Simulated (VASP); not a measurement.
Set up this calculation in VASP 6.6.1, as the native input.

- Task: single point
- Functional: PBEsol
- Potentials or basis: VASP PAW PBE potentials, release 64 (Zr_sv, C)
- Cutoff: 520 eV
- k mesh: 18 × 18 × 18
- Occupations: gaussian, width 0.15 eV
- Spin: no spin polarisation
- Dipole correction: no
- Further INCAR settings: ALGO = Normal; EDIFF = 1e-06; NBANDS = 15

The structure of ZrC lies in POSCAR:

```
ZrC
1.0
    0.0000000000      2.4207163000      2.4207163000
    2.4207163000      0.0000000000      2.4207163000
    2.4207163000      2.4207163000      0.0000000000
Zr C
1 1
Direct
    0.5000000000      0.5000000000      0.5000000000
    0.0000000000      0.0000000000      0.0000000000
```

This cell differs from its parent crystal: strain +0.030 along x and y, +0.030 along z.

These files were run (other wordings do the same):

INCAR

```
ALGO = Normal
EDIFF = 1E-6
ENCUT = 520
GGA = PS
ISIF = 2
ISMEAR = 0
LASPH = True
LCHARG = False
LREAL = False
LWAVE = False
NBANDS = 15
NELM = 60
PREC = Accurate
SIGMA = 0.15
```

KPOINTS

```
k-points
0
Gamma
  18 18 18
```

Potentials or basis: VASP PAW PBE potentials, release 64 (Zr_sv, C).

Launch:

```sh
$ cat potpaw_PBE.64/Zr_sv/POTCAR potpaw_PBE.64/C/POTCAR > POTCAR
$ mpirun -np 1 vasp_std > vasp.out
```

It gave:

```json
{
 "Pressure": "-20.3 GPa",
 "Band gap on the k mesh": "zero (band 8 reaches 9.43 eV, above the bottom of band 9 at 8.16 eV)"
}
```

Caveat: the cell differs from its parent crystal (strain +0.030 along x and y, +0.030 along z); the PAW data sets were made with another functional, which shifts forces and pressure a little.

Run time: 40 s on 1 thread of Intel(R) Xeon(R) 6975P-C (Granite Rapids), with other jobs on the host, peak memory 0.21 GiB.
